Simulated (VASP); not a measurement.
# SrO (P6_3/mmc) in VASP: notebook

The runs below take SrO through single point, relaxation of cell and atoms, with r2SCAN.

Program: VASP 6.6.1. These are calculated values, not measurements. Logs are shortened: lines on timing, memory, paths and dates and some standing lists are left out, and cuts for length are marked.

### Step 1. The cell of the first run

Symmetry: P6_3/mmc, No. 194, hexagonal system. Conventional cell: a = 3.547 Å, b = 3.547 Å, c = 6.209 Å, α = 90.00°, β = 90.00°, γ = 120.00°. Sr (site symmetry -6m2) has 6 O at 2.57 Å within 3.4 Å. Within 3.4 Å of O (site symmetry -3m) lie 6 Sr at 2.57 Å and 2 O at 3.10 Å.

### Step 2. Single point, r2SCAN

Contents of POSCAR:

```
SrO
1.0
    3.5474177549      0.0000000029      0.0000000000
   -1.7737088799      3.0721538921      0.0000000000
    0.0000000000      0.0000000000      6.2092272952
Sr O
2 2
Direct
    0.3333333333      0.6666666667      0.2500000000
    0.6666666667      0.3333333333      0.7500000000
    0.0000000000      0.0000000000      0.0000000000
    0.0000000000      0.0000000000      0.5000000000
```

Contents of INCAR.step1:

```
PREC = Accurate
ENCUT = 520
ISMEAR = 0
SIGMA = 0.02
LREAL = F
LASPH = T
NELM = 100
NBANDS = 24
GGA = PE
ALGO = Normal
EDIFF = 1E-4
LWAVE = T
LCHARG = F
```

Contents of INCAR.step2:

```
PREC = Accurate
ENCUT = 520
EDIFF = 1E-7
ISMEAR = 0
SIGMA = 0.02
LREAL = F
LASPH = T
NELM = 100
ALGO = Normal
ISIF = 2
LWAVE = F
LCHARG = T
METAGGA = R2SCAN
LMIXTAU = T
LELF = T
LVHAR = T
NBANDS = 24
ISTART = 1
```

Contents of KPOINTS:

```
regular mesh
0
Gamma
  9 9 4
```

Potentials or basis: VASP PAW PBE potentials, release 64 (Sr_sv, O).

The run is started by

```bash
$ cat potpaw_PBE.64/Sr_sv/POTCAR potpaw_PBE.64/O/POTCAR > POTCAR
$ cp INCAR.step1 INCAR
$ mpirun -np 1 vasp_std > vasp.out
$ cp INCAR.step2 INCAR
$ mpirun -np 1 vasp_std > vasp.out
```

OUTCAR:

```text
PREC = Accurate
   ENCUT = 520
   EDIFF = 1E-7
   ISMEAR = 0
   LREAL = F
   LASPH = T
   NELM = 100
   ISIF = 2
   METAGGA = R2SCAN
   ISTART = 1

 ion  position               nearest neighbor table
   1  0.333  0.667  0.250-   3 2.57   4 2.57   3 2.57   4 2.57   3 2.57   4 2.57   2 3.72   2 3.72
                             2 3.72   2 3.72   2 3.72   2 3.72
   2  0.667  0.333  0.750-   3 2.57   4 2.57   3 2.57   4 2.57   3 2.57   4 2.57   1 3.72   1 3.72
                             1 3.72   1 3.72   1 3.72   1 3.72
   3  0.000  0.000  0.000-   1 2.57   2 2.57   1 2.57   2 2.57   2 2.57   1 2.57
   4  0.000  0.000  0.500-   1 2.57   2 2.57   1 2.57   2 2.57   2 2.57   1 2.57

  LATTYP: Found a hexagonal cell.
 ALAT       =     3.5474177549
 C/A-ratio  =     1.7503513046

  Lattice vectors:

 A1 = (   3.5474177549,   0.0000000029,   0.0000000000)
 A2 = (  -1.7737088799,   3.0721538921,   0.0000000000)
 A3 = (   0.0000000000,   0.0000000000,   6.2092272952)

Analysis of symmetry for initial positions (statically):
=====================================================================
 Subroutine PRICEL returns:
 Original cell was already a primitive cell.

 Routine SETGRP: Setting up the symmetry group for a
 hexagonal supercell.

 Subroutine GETGRP returns: Found 24 space group operations
 (whereof 12 operations were pure point group operations)
 out of a pool of 24 trial point group operations.

The static configuration has the point symmetry D_3d.
 The point group associated with its full space group is D_6h.

Analysis of symmetry for dynamics (positions and initial velocities):
=====================================================================
 Subroutine PRICEL returns:
 Original cell was already a primitive cell.

 Routine SETGRP: Setting up the symmetry group for a
 hexagonal supercell.

 Subroutine GETGRP returns: Found 24 space group operations
 (whereof 12 operations were pure point group operations)
 out of a pool of 24 trial point group operations.

The dynamic configuration has the point symmetry D_3d.
 The point group associated with its full space group is D_6h.

 Subroutine INISYM returns: Found 24 space group operations
 (whereof 12 operations are pure point group operations),
 and found     1 'primitive' translations

----------------------------------------------------------------------------------------

                                     Primitive cell

  volume of cell :      67.6695

  direct lattice vectors                    reciprocal lattice vectors
     3.547417755  0.000000003  0.000000000     0.281895189  0.162752264  0.000000000
    -1.773708880  3.072153892  0.000000000    -0.000000000  0.325504527  0.000000000
     0.000000000  0.000000000  6.209227295     0.000000000  0.000000000  0.161050635

  length of vectors
     3.547417755  3.547417755  6.209227295     0.325504527  0.325504527  0.161050635

  position of ions in fractional coordinates (direct lattice)
     0.333333333  0.666666667  0.250000000
     0.666666667  0.333333333  0.750000000
     0.000000000  0.000000000  0.000000000
     0.000000000  0.000000000  0.500000000

  ion indices of the primitive-cell ions
   primitive index   ion index
                 1           1
                 2           2
                 3           3
                 4           4

----------------------------------------------------------------------------------------

 KPOINTS: regular mesh

Automatic generation of k-mesh.
 Grid dimensions read from file:
 generate k-points for:    9    9    4

 Generating k-lattice:

  Cartesian coordinates                     Fractional coordinates (reciprocal lattice)
     0.031321688  0.018083585  0.000000000     0.111111111  0.000000000  0.000000000
    -0.000000000  0.036167170  0.000000000     0.000000000  0.111111111  0.000000000
     0.000000000  0.000000000  0.040262659     0.000000000  0.000000000  0.250000000

  Length of vectors
     0.036167170  0.036167170  0.040262659

  Shift w.r.t. Gamma in fractional coordinates (k-lattice)
     0.000000000  0.000000000  0.000000000

 Subroutine IBZKPT returns following result:
 ===========================================

 Found     36 irreducible k-points:

 Following reciprocal coordinates:
            Coordinates               Weight
  0.000000  0.000000  0.000000      1.000000
  0.111111  0.000000  0.000000      6.000000
  0.222222  0.000000  0.000000      6.000000
  0.333333  0.000000  0.000000      6.000000
  0.444444  0.000000  0.000000      6.000000
  0.111111  0.111111  0.000000      6.000000
[... 16 lines left out ...]
  0.333333  0.222222  0.250000     24.000000
  0.333333  0.333333  0.250000      4.000000
 [... further k-points ...]
   k-points           NKPTS =     36   k-points in BZ     NKDIM =     36   number of bands    NBANDS=     24
   number of dos      NEDOS =    301   number of ions     NIONS =      4
   total plane-waves  NPLWV =  37632
   dimension x,y,z NGX =    28 NGY =   28 NGZ =   48
   dimension x,y,z NGXF=    56 NGYF=   56 NGZF=   96
   ions per type =               2   2
   NGX,Y,Z   is equivalent  to a cutoff of  13.12, 13.12, 12.85 a.u.
   NGXF,Y,Z  is equivalent  to a cutoff of  26.24, 26.24, 25.70 a.u.
 SYSTEM =  unknown system
   PREC   = accura    normal or accurate (medium, high low for compatibility)
   ISTART =      1    job   : 0-new  1-cont  2-samecut
   ICHARG =      0    charge: 1-file 2-atom 10-const
   ISPIN  =      1    spin polarized calculation?
   LNONCOLLINEAR =      F non collinear calculations
   LSORBIT =      F    spin-orbit coupling
   LASPH  =      T    aspherical Exc in radial PAW
   ENCUT  =  520.0 eV  38.22 Ry    6.18 a.u.   6.60  6.60 11.55*2*pi/ulx,y,z
   NELM   =    100;   NELMIN=  2; NELMDL=  0     # of ELM steps
   EDIFF  = 0.1E-06   stopping-criterion for ELM
   LREAL  =      F    real-space projection
   EDIFFG = 0.1E-05   stopping-criterion for IOM
   NSW    =      0    number of steps for IOM
   IBRION =     -1    ionic relax: 0-MD 1-quasi-New 2-CG
   NFREE  =      0    steps in history (QN), initial steepest desc. (CG)
   ISIF   =      2    stress and relaxation
   ISYM   =      2    0-nonsym 1-usesym 2-fastsym
   POTIM  = 0.5000    time-step for ionic-motion
   TEBEG  =    0.0;   TEEND  =   0.0 temperature during run
   PSTRESS=    0.0 pullay stress
   NELECT =      32.0000    total number of electrons
   NUPDOWN=      -1.0000    fix difference up-down
   EMIN   =  10.00;   EMAX   =-10.00  energy-range for DOS
   EFERMI =   0.00;   METHOD = LEGACY
   ISMEAR =     0;   SIGMA  =   0.02  broadening in eV -4-tet -1-fermi 0-gaus
   EFERMI_NEDOS =   21; number of points for ismear=-14 and -15
   IALGO  =     38    algorithm
   IMIX   =      4    mixing-type and parameters
     AMIX     =   0.40;   BMIX     =  1.00
     AMIX_MAG =   1.60;   BMIX_MAG =  1.00
  volume/ion in A,a.u.               =      16.92       114.16
  Fermi-wavevector in a.u.,A,eV,Ry     =   1.275441  2.410235 22.133291  1.626751
  Thomas-Fermi vector in A             =   2.408153
   LORBIT       =      0    0 simple, 1 ext, 2 COOP (PROOUT), +10 PAW based schemes
   METAGGA = R2SCAN    functional components
   LHFCALC =     F    Hartree Fock is set to
   AEXX    =    0.0000 exact exchange contribution
   IVDW    =     0    specifies the selected vdW correction
   LEPSILON=     F    determine dielectric tensor
   LRPA    =     F    only Hartree local field effects (RPA)
 non-spin polarized calculation
 Gauss-broadening in eV      SIGMA  =   0.02
  energy-cutoff  :      520.00
  volume of cell :       67.67
 maximum number of plane-waves:      1847
 NGX is ok and might be reduce to    28
   NGX = 13   NGY = 13   NGZ = 23

 number of electron      32.0000015 magnetization

 Free energy of the ion-electron system (eV)
  ---------------------------------------------------
  ext. energy  EPLUGINS =         0.00000000
  ---------------------------------------------------
  free energy    TOTEN  =       -53.74563483 eV

  energy without entropy =      -53.74563483  energy(sigma->0) =      -53.74563483

 E-fermi :   2.0645     XC(G=0): -10.6003

 val. band max:        1.9373455926   @ k =   0.0000   0.0000   0.0000
 cond. band min:       5.4613651816   @ k =   0.4444   0.0000   0.0000
 fundamental gap:      3.5240195890
 Fermi energy:         2.0644937592

 k-point     1 :       0.0000    0.0000    0.0000
  band No.  band energies     occupation
      1     -32.1509      2.00000
      2     -32.0397      2.00000
      3     -15.9661      2.00000
      4     -14.5758      2.00000
      5     -13.2055      2.00000
      6     -13.2055      2.00000
[... 16 lines left out ...]
     23       9.9518      0.00000
     24      10.7999      0.00000

 k-point     2 :       0.1111    0.0000    0.0000
  band No.  band energies     occupation
      1     -32.1345      2.00000
      2     -32.0297      2.00000
      3     -15.8699      2.00000
      4     -14.7974      2.00000
      5     -13.3191      2.00000
      6     -13.2504      2.00000
[... 16 lines left out ...]
     23      10.1654      0.00000
     24      10.4959      0.00000

 k-point     3 :       0.2222    0.0000    0.0000
  band No.  band energies     occupation
      1     -32.0916      2.00000
      2     -32.0049      2.00000
      3     -15.5928      2.00000
      4     -15.2307      2.00000
      5     -13.5843      2.00000
      6     -13.3429      2.00000
[... 16 lines left out ...]
     23      10.5693      0.00000
     24      10.7145      0.00000
[... 514 lines left out ...]
 k-point    23 :       0.3333    0.2222    0.2500
  band No.  band energies     occupation
      1     -31.9804      2.00000
      2     -31.9646      2.00000
      3     -15.7444      2.00000
      4     -14.9373      2.00000
      5     -13.7917      2.00000
      6     -13.7456      2.00000
[... 16 lines left out ...]
     23      11.8904      0.00000
     24      12.2807      0.00000

 k-point    24 :       0.3333    0.3333    0.2500
  band No.  band energies     occupation
      1     -31.9657      2.00000
      2     -31.9657      2.00000
      3     -15.7553      2.00000
      4     -14.8371      2.00000
      5     -13.8871      2.00000
      6     -13.8871      2.00000
[... 16 lines left out ...]
     23      12.2842      0.00000
     24      12.2842      0.00000

 [... further k-points ...]

------------------------ aborting loop because EDIFF is reached ----------------------------------------

  FORCE on cell =-STRESS in cart. coord.  units (eV):
  Direction    XX          YY          ZZ          XY          YZ          ZX
  --------------------------------------------------------------------------------------
  -------------------------------------------------------------------------------------
  Total        0.2249218      0.2249218      0.2194530      0.0000000     -0.0000000      0.0000000
  in kB        5.3253632      5.3253632      5.1958824      0.0000000     -0.0000000      0.0000000
  external PRESSURE =       5.2822029 kB  Pullay stress =       0.0000000 kB

 VOLUME and BASIS-vectors are now :
 -----------------------------------------------------------------------------
  energy-cutoff  :      520.00
  volume of cell :       67.67
      direct lattice vectors                 reciprocal lattice vectors
     3.547417755  0.000000003  0.000000000     0.281895189  0.162752264  0.000000000
    -1.773708880  3.072153892  0.000000000    -0.000000000  0.325504527  0.000000000
     0.000000000  0.000000000  6.209227295     0.000000000  0.000000000  0.161050635

 POSITION                                       TOTAL-FORCE (eV/Angst)
 -----------------------------------------------------------------------------------
     -0.00000      2.04810      1.55231         0.000000     -0.000000      0.000000
      1.77371      1.02405      4.65692        -0.000000      0.000000      0.000000
      0.00000      0.00000      0.00000        -0.000000     -0.000000      0.000000
      0.00000      0.00000      3.10461        -0.000000     -0.000000      0.000000
 -----------------------------------------------------------------------------------
    total drift:                               -0.000000      0.000000     -0.000000

  FREE ENERGIE OF THE ION-ELECTRON SYSTEM (eV)
  ---------------------------------------------------
  free  energy   TOTEN  =       -53.7456348267 eV

  energy  without entropy=      -53.7456348267  energy(sigma->0) =      -53.74563483
```

Run time: 3.3 min. Hardware: 1 thread of Intel Xeon Platinum 8259CL at 2.50GHz (Skylake/Cascade Lake), shared host; peak memory 0.23 GiB.

What came out:

```
Free energy            : -53.7456 eV
Pressure               : 0.5 GPa
Band gap on the k mesh : 3.52 eV (least direct gap 3.70 eV)
```

Caveat: the PAW data sets were made with another functional, which shifts forces and pressure a little. A k mesh can miss the band edges.

(Continued in part 2 of 2.)
